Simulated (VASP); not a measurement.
Runs of VASP 6.6.1 on CdS. The structure is that of space group P6_3mc (No. 186), or close to it. The cells are those of the table. 

```tsv
task	cell	gap on the mesh (eV)	pressure (GPa)	largest force (eV/Å)
single point	a = 4.135, b = 4.135, c = 6.682 Å, angles 90.0, 90.0, 120.0°, 4 atoms	1.26	(a)	0.21
electric field gradients	a = 4.135, b = 4.135, c = 6.884 Å, angles 90.0, 90.0, 120.0°, 4 atoms	1.17	1.8	0.35
single point	a = 4.135, b = 4.135, c = 6.884 Å, angles 90.0, 90.0, 120.0°, 4 atoms	1.17	1.8	0.35
single point	a = 4.135, b = 4.135, c = 6.547 Å, angles 90.0, 90.0, 120.0°, 4 atoms	1.30	4.9	0.04
```

Alike in all rows: level PBE; potentials or basis VASP PAW PBE potentials, release 64 (Cd, S); no spin polarisation; k mesh 7 × 7 × 4; cutoff (eV) 520; smearing fermi-dirac 0.01 eV.

Question: Estimate the missing entries.

Answer: (a) 3.5.

Caveats: the cell stands under pressure (at least some runs).

A k mesh can miss the band edges, and the runs leave out spin-orbit coupling on Cd.
